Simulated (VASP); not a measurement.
# Ge2Sb2Te5 (P-3m1) in VASP: single point with LDA

Aim: the single point of Ge2Sb2Te5 with LDA.

Everything below comes from runs of VASP 6.6.1. Logs are shortened: lines on timing, memory, paths and dates and some standing lists are left out, and cuts for length are marked.

### 1 The cell of the first run

It takes space group P-3m1 (No. 164, trigonal). The conventional cell has a = 4.135 Å, b = 4.135 Å, c = 17.335 Å, α = 90.00°, β = 90.00°, γ = 120.00°. Ge (site symmetry 3m) has 3 Te at 2.78 Å and 3 Ge at 2.92 Å within 3.7 Å. Within 3.9 Å of Sb (site symmetry 3m) lie 6 Te at 2.95 to 3.11 Å. Within 4.2 Å of Te (site symmetry -3m) lie 6 Sb at 3.11 Å and 6 Te at 4.13 Å. Within 3.9 Å of Te (site symmetry 3m) lie 3 Sb at 2.95 Å and 3 Te at 3.58 Å. Within 3.7 Å of Te (site symmetry 3m) lie 3 Ge at 2.78 Å and 3 Te at 3.58 Å.

### 2 Single point, LDA

The input, INCAR:

```
PREC = Accurate
ENCUT = 520
EDIFF = 1E-6
ISMEAR = 0
SIGMA = 0.05
LREAL = False
LASPH = True
NELM = 80
ALGO = Normal
ISIF = 2
LWAVE = False
LCHARG = False
NBANDS = 44
```

The input, KPOINTS:

```
Automatic mesh
0
Gamma
  10 10 2
```

The input, POSCAR:

```
Ge2Sb2Te5
1.0
    4.1349400957      0.0000000000      0.0000000000
   -2.0674700478      3.5809631660      0.0000000000
    0.0000000000      0.0000000000     17.3354223344
Ge Sb Te
2 2 5
Direct
    0.3333333333      0.6666666667      0.4514350620
    0.6666666667      0.3333333333      0.5485649380
    0.3333333333      0.6666666667      0.1149472102
    0.6666666667      0.3333333333      0.8850527898
    0.0000000000      0.0000000000      0.0000000000
    0.3333333333      0.6666666667      0.7847686749
    0.6666666667      0.3333333333      0.2152313251
    0.0000000000      0.0000000000      0.3691829141
    0.0000000000      0.0000000000      0.6308170859
```

Potentials or basis: VASP PAW LDA potentials, release 64 (Ge_d, Sb, Te).

Run with:

```console
$ cat potpaw_LDA.64/Ge_d/POTCAR potpaw_LDA.64/Sb/POTCAR potpaw_LDA.64/Te/POTCAR > POTCAR
$ mpirun -np 1 vasp_std > vasp.out
```

OUTCAR:

```text
PREC = Accurate
   ENCUT = 520
   EDIFF = 1E-6
   ISMEAR = 0
   LREAL = False
   LASPH = True
   NELM = 80
   ISIF = 2

 ion  position               nearest neighbor table
   1  0.333  0.667  0.451-   8 2.78   8 2.78   8 2.78
   2  0.667  0.333  0.549-   9 2.78   9 2.78   9 2.78
   3  0.333  0.667  0.115-   7 2.95   7 2.95   7 2.95   5 3.11   5 3.11   5 3.11
   4  0.667  0.333  0.885-   6 2.95   6 2.95   6 2.95   5 3.11   5 3.11   5 3.11
   5  0.000  0.000  0.000-   3 3.11   4 3.11   3 3.11   4 3.11   4 3.11   3 3.11
   6  0.333  0.667  0.785-   4 2.95   4 2.95   4 2.95   9 3.58   9 3.58   9 3.58
   7  0.667  0.333  0.215-   3 2.95   3 2.95   3 2.95   8 3.58   8 3.58   8 3.58
   8  0.000  0.000  0.369-   1 2.78   1 2.78   1 2.78   7 3.58   7 3.58   7 3.58
   9  0.000  0.000  0.631-   2 2.78   2 2.78   2 2.78   6 3.58   6 3.58   6 3.58

  LATTYP: Found a hexagonal cell.
 ALAT       =     4.1349400957
 C/A-ratio  =     4.1924240577

  Lattice vectors:

 A1 = (   4.1349400957,   0.0000000000,   0.0000000000)
 A2 = (  -2.0674700478,   3.5809631660,   0.0000000000)
 A3 = (   0.0000000000,   0.0000000000,  17.3354223344)

Analysis of symmetry for initial positions (statically):
=====================================================================
 Subroutine PRICEL returns:
 Original cell was already a primitive cell.

 Routine SETGRP: Setting up the symmetry group for a
 hexagonal supercell.

 Subroutine GETGRP returns: Found 12 space group operations
 (whereof 12 operations were pure point group operations)
 out of a pool of 24 trial point group operations.

The static configuration has the point symmetry D_3d.

Analysis of symmetry for dynamics (positions and initial velocities):
=====================================================================
 Subroutine PRICEL returns:
 Original cell was already a primitive cell.

 Routine SETGRP: Setting up the symmetry group for a
 hexagonal supercell.

 Subroutine GETGRP returns: Found 12 space group operations
 (whereof 12 operations were pure point group operations)
 out of a pool of 24 trial point group operations.

The dynamic configuration has the point symmetry D_3d.

 Subroutine INISYM returns: Found 12 space group operations
 (whereof 12 operations are pure point group operations),
 and found     1 'primitive' translations

----------------------------------------------------------------------------------------

                                     Primitive cell

[... 106 lines left out ...]
   EDIFFG = 0.1E-04   stopping-criterion for IOM
   NSW    =      0    number of steps for IOM
   IBRION =     -1    ionic relax: 0-MD 1-quasi-New 2-CG
   NFREE  =      0    steps in history (QN), initial steepest desc. (CG)
   ISIF   =      2    stress and relaxation
   ISYM   =      2    0-nonsym 1-usesym 2-fastsym
   POTIM  = 0.5000    time-step for ionic-motion
   TEBEG  =    0.0;   TEEND  =   0.0 temperature during run
   PSTRESS=    0.0 pullay stress
   NELECT =      68.0000    total number of electrons
   NUPDOWN=      -1.0000    fix difference up-down
   EMIN   =  10.00;   EMAX   =-10.00  energy-range for DOS
   EFERMI =   0.00;   METHOD = LEGACY
   ISMEAR =     0;   SIGMA  =   0.05  broadening in eV -4-tet -1-fermi 0-gaus
   EFERMI_NEDOS =   21; number of points for ismear=-14 and -15
   IALGO  =     38    algorithm
   IMIX   =      4    mixing-type and parameters
     AMIX     =   0.40;   BMIX     =  1.00
     AMIX_MAG =   1.60;   BMIX_MAG =  1.00
  volume/ion in A,a.u.               =      28.52       192.47
  Fermi-wavevector in a.u.,A,eV,Ry     =   1.051421  1.986898 15.041051  1.105486
  Thomas-Fermi vector in A             =   2.186463
   LORBIT       =      0    0 simple, 1 ext, 2 COOP (PROOUT), +10 PAW based schemes
   GGA     = CA    functional components
   LHFCALC =     F    Hartree Fock is set to
   AEXX    =    0.0000 exact exchange contribution
   IVDW    =     0    specifies the selected vdW correction
   LEPSILON=     F    determine dielectric tensor
   LRPA    =     F    only Hartree local field effects (RPA)
 non-spin polarized calculation
 Gauss-broadening in eV      SIGMA  =   0.05
  energy-cutoff  :      520.00
  volume of cell :      256.69
 maximum number of plane-waves:      6976
 NGX is ok and might be reduce to    32
   NGX = 15   NGY = 15   NGZ = 65

 number of electron      68.0000007 magnetization

 Free energy of the ion-electron system (eV)
  ---------------------------------------------------
  ext. energy  EPLUGINS =         0.00000000
  ---------------------------------------------------
  free energy    TOTEN  =       -39.76701840 eV

  energy without entropy =      -39.76611745  energy(sigma->0) =      -39.76656793

 E-fermi :   6.9269     XC(G=0):  -9.9106

 val. band max:        6.9227183011   @ k =   0.0000   0.0000   0.5000
 cond. band min:       6.9268785063   @ k =   0.0000   0.0000   0.0000
 fundamental gap:      0.0041602051
 Fermi energy:         6.9268653343

 k-point     1 :       0.0000    0.0000    0.0000
  band No.  band energies     occupation
      1     -18.2628      2.00000
      2     -18.2628      2.00000
      3     -18.2305      2.00000
      4     -18.2305      2.00000
      5     -18.2166      2.00000
      6     -18.1933      2.00000
[... 1117 lines left out ...]
     43      10.0499      0.00000
     44      10.5464      0.00000

 [... further k-points ...]
[... 5 lines left out ...]
  --------------------------------------------------------------------------------------
  -------------------------------------------------------------------------------------
  Total        0.2873320      0.2873320      0.2947289      0.0000000      0.0000000      0.0000000
  in kB        1.7934572      1.7934572      1.8396272      0.0000000      0.0000000      0.0000000
  external PRESSURE =       1.8088472 kB  Pullay stress =       0.0000000 kB

 VOLUME and BASIS-vectors are now :
 -----------------------------------------------------------------------------
  energy-cutoff  :      520.00
  volume of cell :      256.69
      direct lattice vectors                 reciprocal lattice vectors
     4.134940096  0.000000000  0.000000000     0.241841472  0.139627239  0.000000000
    -2.067470048  3.580963166  0.000000000     0.000000000  0.279254478  0.000000000
     0.000000000  0.000000000 17.335422334     0.000000000  0.000000000  0.057685355

 POSITION                                       TOTAL-FORCE (eV/Angst)
 -----------------------------------------------------------------------------------
     -0.00000      2.38731      7.82582        -0.000000     -0.000000      0.026383
      2.06747      1.19365      9.50960         0.000000      0.000000     -0.026383
     -0.00000      2.38731      1.99266        -0.000000      0.000000     -0.044060
      2.06747      1.19365     15.34276        -0.000000     -0.000000      0.044060
      0.00000      0.00000      0.00000        -0.000000     -0.000000     -0.000000
     -0.00000      2.38731     13.60430        -0.000000      0.000000     -0.057529
      2.06747      1.19365      3.73113        -0.000000     -0.000000      0.057529
      0.00000      0.00000      6.39994        -0.000000      0.000000     -0.028829
      0.00000      0.00000     10.93548        -0.000000     -0.000000      0.028829
 -----------------------------------------------------------------------------------
    total drift:                               -0.000000      0.000000      0.000000

  FREE ENERGIE OF THE ION-ELECTRON SYSTEM (eV)
  ---------------------------------------------------
  free  energy   TOTEN  =       -39.7670184042 eV

  energy  without entropy=      -39.7661174479  energy(sigma->0) =      -39.76656793
```

stdout:

```text
POSCAR found type information on POSCAR GeSbTe
 POSCAR found :  3 types and       9 ions
 scaLAPACK will be used
 LDA part: xc-table for (Slater(with rela. corr.)+CA(PZ))
 , standard interpolation
 POSCAR, INCAR and KPOINTS ok, starting setup
 FFT: planning ... GRIDC
 FFT: planning ... GRID_SOFT
 FFT: planning ... GRID
 WAVECAR not read
 entering main loop
```

It took 7.3 min on 1 thread of Intel Xeon Platinum 8259CL at 2.50GHz (Skylake/Cascade Lake), shared host; peak memory 0.47 GiB.

What came out:

```
Free energy            : -39.7670 eV
Pressure               : 0.2 GPa
Largest force          : 0.058 eV/Å
Band gap on the k mesh : 0.02 eV (least direct gap 0.26 eV)
```

Forces on the atoms (eV/Å):
```
Ge   0.000  0.000  0.026
Ge   0.000  0.000 -0.026
Sb   0.000  0.000 -0.044
Sb   0.000  0.000  0.044
Te   0.000  0.000  0.000
Te   0.000  0.000 -0.058
Te   0.000  0.000  0.058
Te   0.000  0.000 -0.029
Te   0.000  0.000  0.029
```

Caveat: spin-orbit coupling is left out, which moves the levels of the heavy elements. A k mesh can miss the band edges.
